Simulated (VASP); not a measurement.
BN:

```
CELL_PARAMETERS angstrom
0.00000 1.81300 1.81300
1.81300 0.00000 1.81300
1.81300 1.81300 0.00000
ATOMIC_POSITIONS crystal
B 0.00000 0.00000 0.00000
N 0.75000 0.75000 0.75000
```

| Quantity | Value |
| --- | --- |
| Program | VASP 6.6.1 |
| Task | relaxation of cell and atoms |
| Functional | LDA |
| Potentials or basis | VASP PAW LDA potentials, release 64 (B, N) |
| Cutoff | 600 eV |
| k mesh | 10 × 10 × 10 |
| Occupations | gaussian, width 0.1 eV |
| Spin | no spin polarisation |

At the start: pressure -13.6 GPa; volume 5.96 Å³/atom.

Task: How do energy, volume and symmetry change on relaxing?

Result: Over 3 steps the energy falls by 9.2 meV/atom and the volume is 5.75 Å³/atom (-3.5 %); space group F-43m (No. 216, to 0.05 Å).

The path:
```csv
step,energy change (eV),largest force (eV/Å),pressure (GPa),volume (Å³)
1,0.0000,0.0000,-13.60,11.92
2,0.0027,0.0000,16.35,11.07
3,-0.0185,0.0000,-0.10,11.50
```

Final structure:
```
B N
1.0
     0.00000    1.79143    1.79143
     1.79143    0.00000    1.79143
     1.79143    1.79143    0.00000
B N
1 1
Direct
  0.00000 0.00000 0.00000
  0.75000 0.75000 0.75000
```
